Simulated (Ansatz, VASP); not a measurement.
# SnO in VASP and in Ansatz

INCAR

```
PREC = Accurate
ENCUT = 600
EDIFF = 1E-6
ISMEAR = 0
SIGMA = 0.15
LREAL = False
LASPH = True
NELM = 120
ALGO = Normal
ISIF = 2
LWAVE = False
LCHARG = False
GGA = PS
IVDW = 12
NBANDS = 28
GGA_COMPAT = False
```

The input KPOINTS:

```
Automatic mesh
0
Gamma
  14 14 12
```

POSCAR

```
SnO
1.0
    3.7095676665      0.0000000000      0.0000000000
    0.0000000000      3.7095676665      0.0000000000
    0.0000000000      0.0000000000      4.7142424003
Sn O
2 2
Direct
    0.0000000000      0.5000000000      0.2532585894
    0.5000000000      0.0000000000      0.7467414106
    0.0000000000      0.0000000000      0.0000000000
    0.5000000000      0.5000000000      0.0000000000
```

Input for Ansatz:

```yaml
crystal:
  lattice:
    - [3.7095676665, 0.0, 0.0]
    - [0.0, 3.7095676665, 0.0]
    - [0.0, 0.0, 4.7142424003]
  atoms:
    - { symbol: Sn, position: [0.0, 0.5, 0.2532585894] }
    - { symbol: Sn, position: [0.5, 0.0, 0.7467414106] }
    - { symbol: O, position: [0.0, 0.0, 0.0] }
    - { symbol: O, position: [0.5, 0.5, 0.0] }
basis:
  ecutwfc: 420
kpoints:
  mp_grid: { grid: [14, 14, 12] }
hamiltonian:
  xc: pbesol
  dispersion: d3bj
scf:
  occupations: { method: gaussian, width: 0.15 }
output:
  forces: true
  stress: true
  eigenvalues: true
```

Alike in both runs: task single point; functional PBEsol; dispersion D3(BJ); k mesh 14 × 14 × 12; occupations gaussian, width 0.15 eV; no spin polarisation.

```csv
,VASP,Ansatz
version,VASP 6.6.1,Ansatz 0.2.0
potentials or method,"VASP PAW PBE potentials, release 64 (Sn_d, O), cutoff 600 eV","scalar-relativistic, plane waves, PAW"
valence electrons in the cell,40,40
```

```tsv
	VASP	Ansatz	Ansatz less VASP
gap on the k mesh at the Fermi level (eV)	none	none	-
pressure (GPa)	0.7	0.5	-0.23
traceless stress, the component that is largest in VASP (GPa)	-2.96	-3.00	-0.044
rms of the force components (eV/Å)	0.054	0.089	+0.0354
```

VASP's potentials were made for PBE, not for PBEsol. Atom by atom the forces differ by 0.035 eV/Å (rms over components). A gap of «none» marks a metal or a gap that the smearing closes.
